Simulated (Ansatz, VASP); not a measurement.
**Two plane-wave programs on KCl**

```xyz
2
Lattice="0.0000 3.1561 3.1561 3.1561 0.0000 3.1561 3.1561 3.1561 0.0000" Properties=species:S:1:pos:R:3 pbc="T T T"
K     0.0000    0.0000   -0.5000
Cl    3.1561    3.1561    3.1561
```

Change from the starting cell: all K atoms moved -0.500 Å, as atom 1 along Cartesian [0 0 1].

Alike in both runs: task single point; functional PBE; k mesh 6 × 6 × 6; occupations gaussian, width 0.05 eV; no spin polarisation.

|  | VASP | Ansatz |
| --- | --- | --- |
| version | VASP 6.6.1 | Ansatz 0.2.0 |
| potentials or method | VASP PAW PBE potentials, release 64 (K_sv, Cl), cutoff 520 eV | scalar-relativistic, plane waves, PAW |
| valence electrons in the cell | 16 | 16 |

VASP gave:

| Quantity | Value |
| --- | --- |
| gap on the k mesh at the Fermi level (eV) | 5.18 |
| least direct gap on the mesh (eV) | 5.18 |
| pressure (GPa) | 2.7 |
| traceless stress, the component that is largest in VASP (GPa) | 4.93 |
| rms of the force components (eV/Å) | 0.728 |

Q: Estimate Ansatz's values.

A: gap on the k mesh at the Fermi level (eV): 5.18; least direct gap on the mesh (eV): 5.18; pressure (GPa): 2.6; traceless stress, the component that is largest in VASP (GPa): 4.84; rms of the force components (eV/Å): 0.715.

Atom by atom the forces differ by 0.013 eV/Å (rms over components).
